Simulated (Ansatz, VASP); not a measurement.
## GaSb: VASP beside Ansatz

```xyz
2
Lattice="0.0000 3.0244 3.0244 3.0244 0.0000 3.0244 3.0244 3.0244 0.0000" Properties=species:S:1:pos:R:3 pbc="T T T"
Ga    0.0000    0.0000    0.0000
Sb    1.5122    1.5122    1.5122
```

Alike in both runs: task relaxation of cell and atoms; functional LDA; k mesh 8 × 8 × 8; occupations gaussian, width 0.01 eV; no spin polarisation.

```csv
,VASP,Ansatz
version,VASP 6.6.1,Ansatz 0.2.0
potentials or method,"VASP PAW LDA potentials, release 64 (Ga_d, Sb), cutoff 600 eV","scalar-relativistic, plane waves, PAW"
valence electrons in the cell,18,28
```

Ansatz gave:

| Quantity | Value |
| --- | --- |
| gap on the k mesh at the Fermi level, each at its own relaxed structure (eV) | 0.08 |
| relaxed volume (Å³/atom) | 27.64 |
| relaxed cell length with the largest relative difference (Å) | 4.276 |

Q: Which values does VASP return?

A: gap on the k mesh at the Fermi level, each at its own relaxed structure (eV): 0.10; relaxed volume (Å³/atom): 27.75; relaxed cell length with the largest relative difference (Å): 4.281.

Ansatz warns that its potentials were made for another functional, while VASP's fit it. LDA's correlation is that of Perdew and Zunger in VASP and of Perdew and Wang (1992) in Ansatz. VASP's potentials hold 18 valence electrons a cell and Ansatz's 28, so a difference there can come from the potentials and not from the codes.

Neither program's run includes spin-orbit coupling.
